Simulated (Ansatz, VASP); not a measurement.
**One calculation of Ta3N, two programs**

```
Ta N
1.0
     3.01187    0.00000    0.00000
    -1.50594    2.60836    0.00000
     0.00000    0.00000    7.47364
Ta N
3 1
Direct
  0.66667 0.33333 0.82607
  0.33333 0.66667 0.17393
  0.00000 0.00000 0.50000
  0.00000 0.00000 0.00000
```

Change from the starting cell: volume scaled by 0.98.

Alike in both runs: task single point; functional LDA; k mesh 10 × 10 × 4; occupations fermi-dirac, width 0.05 eV; no spin polarisation.

|  | VASP | Ansatz |
| --- | --- | --- |
| version | VASP 6.6.1 | Ansatz 0.2.0 |
| potentials or method | VASP PAW LDA potentials, release 64 (Ta_pv, N), cutoff 520 eV | all-electron LAPW, scalar-relativistic |

VASP gave:

| Item | Value |
| --- | --- |
| gap on the k mesh at the Fermi level (eV) | none |
| pressure (GPa) | -7.5 |
| traceless stress, the component that is largest in VASP (GPa) | 0.64 |
| rms of the force components (eV/Å) | 0.143 |

Problem. Estimate Ansatz's values.

Solution. gap on the k mesh at the Fermi level (eV): none; pressure (GPa): -8.6; traceless stress, the component that is largest in VASP (GPa): 0.56; rms of the force components (eV/Å): 0.168.

LDA's correlation is that of Perdew and Zunger in VASP and of Perdew and Wang (1992) in Ansatz. Atom by atom the forces differ by 0.025 eV/Å (rms over components). A gap of «none» marks a metal or a gap that the smearing closes. Ansatz ran all-electron here, and VASP with PAW potentials.

Neither program's run includes spin-orbit coupling.
